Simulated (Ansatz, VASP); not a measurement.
# Two plane-wave programs on Nb3Tl

```
CELL_PARAMETERS angstrom
5.34804 0.00000 0.00000
0.00000 5.34804 0.00000
0.00000 0.00000 5.34804
ATOMIC_POSITIONS crystal
Nb 0.25000 0.00000 0.50000
Nb 0.50000 0.75000 0.00000
Nb 0.75000 0.00000 0.50000
Nb 0.50000 0.25000 0.00000
Nb 0.00000 0.50000 0.75000
Nb 0.00000 0.50000 0.25000
Tl 0.00000 0.00000 0.00000
Tl 0.50000 0.50000 0.50000
```

Alike in both runs: functional PBE; k mesh 6 × 6 × 6; occupations fermi-dirac, width 0.1 eV; no spin polarisation.

Ansatz relaxed the structure, and its values are those at the end. VASP's run is a single point on that final structure, the one shown.

|  | VASP | Ansatz |
| --- | --- | --- |
| version | VASP 6.6.1 | Ansatz 0.2.0 |
| potentials or method | VASP PAW PBE potentials, release 64 (Nb_sv, Tl_d), cutoff 520 eV | PAW plane waves |
| valence electrons in the cell | 104 | 104 |

|  | VASP | Ansatz | Ansatz less VASP |
| --- | --- | --- | --- |
| gap on the k mesh at the Fermi level (eV) | none | none | - |
| pressure (GPa) | -0.3 | 0.0 | +0.24 |

A gap of «none» marks a metal or a gap that the smearing closes.

Neither program's run includes spin-orbit coupling.
